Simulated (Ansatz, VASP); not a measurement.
**One calculation of Ti3CuBr, two programs**

```xyz
5
Lattice="4.6947 0.0000 0.0000 0.0000 4.6947 0.0000 0.0000 0.0000 4.6947" Properties=species:S:1:pos:R:3 pbc="T T T"
Ti    0.0000    2.3474    2.3474
Ti    2.3474    2.3474    0.0000
Ti    2.3474    0.0000    2.3474
Cu    2.3474    2.3474    2.3474
Br    0.0000    0.0000    0.0000
```

Change from the starting cell: species swapped into the CsHgCl3 type (Pm-3m, No. 221).

Alike in both runs: functional PBE; k mesh 8 × 8 × 8; occupations gaussian, width 0.1 eV; no spin polarisation.

Ansatz relaxed the structure, and its values are those at the end. VASP's run is a single point on that final structure, the one shown.

|  | VASP | Ansatz |
| --- | --- | --- |
| version | VASP 6.6.1 | Ansatz 0.2.0 |
| potentials or method | VASP PAW PBE potentials, release 64 (Ti_sv, Cu, Br), cutoff 520 eV | scalar-relativistic, plane waves, PAW |
| valence electrons in the cell | 54 | 62 |

```tsv
	VASP	Ansatz	Ansatz less VASP
gap on the k mesh at the Fermi level (eV)	none	none	-
pressure (GPa)	0.0	0.0	-0.02
```

A gap of «none» marks a metal or a gap that the smearing closes. VASP's potentials hold 54 valence electrons a cell and Ansatz's 62, so a difference there can come from the potentials and not from the codes.
